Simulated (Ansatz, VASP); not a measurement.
Sn in VASP and in Ansatz

The input INCAR:

```
SYSTEM = Sn
ALGO = Normal ; EDIFF = 1E-6
ENCUT = 520 ; ISIF = 2
ISMEAR = -1 ; LASPH = .True.
LCHARG = .True. ; LELF = .True.
LREAL = .False. ; LVHAR = .True.
LWAVE = .False. ; NBANDS = 21
NELM = 60 ; PREC = Accurate
SIGMA = 0.1
```

KPOINTS

```
k-points
0
Gamma
  12 12 7
  0 0 0
```

POSCAR

```
Sn
1.0
    3.2420244292      0.0000000000      0.0000000000
   -1.6210122146      2.8076755154      0.0000000000
    0.0000000000      0.0000000000      5.3943580534
Sn
2
Direct
    0.3333333333      0.6666666667      0.2500000000
    0.6666666667      0.3333333333      0.7500000000
```

Input for Ansatz:

```yaml
crystal:
  lattice:
    - [3.2420244292, 0.0, 0.0]
    - [-1.6210122146, 2.8076755154, 0.0]
    - [0.0, 0.0, 5.3943580534]
  atoms:
    - { symbol: Sn, position: [0.3333333333, 0.6666666667, 0.25] }
    - { symbol: Sn, position: [0.6666666667, 0.3333333333, 0.75] }
hamiltonian:
  xc: lda
  pseudopotentials:
    kind: paw
    azcp:
      Sn: "pseudopotentials/Sn.paw.azcp"
basis:
  ecutwfc: 420
  fft_grid_basis: typed
kpoints:
  mp_grid: { grid: [12, 12, 7], shift: [0, 0, 0] }
magnetization:
  spin_polarized: false
scf:
  occupations: { method: fermi_dirac, width: 0.1 }
  lower_state_search: "off"
output:
  stress: true
```

Alike in both runs: task single point; functional LDA; k mesh 12 × 12 × 7; occupations fermi-dirac, width 0.1 eV; no spin polarisation.

```csv
,VASP,Ansatz
version,VASP 6.6.1,Ansatz 0.2.0
potentials or method,"VASP PAW LDA potentials, release 64 (Sn_d), cutoff 520 eV","plane waves (420 eV) with PAW, scalar-relativistic"
valence electrons in the cell,28,28
```

Ansatz gave:

| Quantity | Value |
| --- | --- |
| pressure (GPa) | 2.6 |
| traceless stress, the component that is largest in VASP (GPa) | -1.32 |

Q: What did VASP give for the same quantities?

A: Pressure (GPa): 2.6; traceless stress, the component that is largest in VASP (GPa): -1.34.

Ansatz warns that its potentials were made for another functional, while VASP's fit it. LDA's correlation is that of Perdew and Zunger in VASP and of Perdew and Wang (1992) in Ansatz.
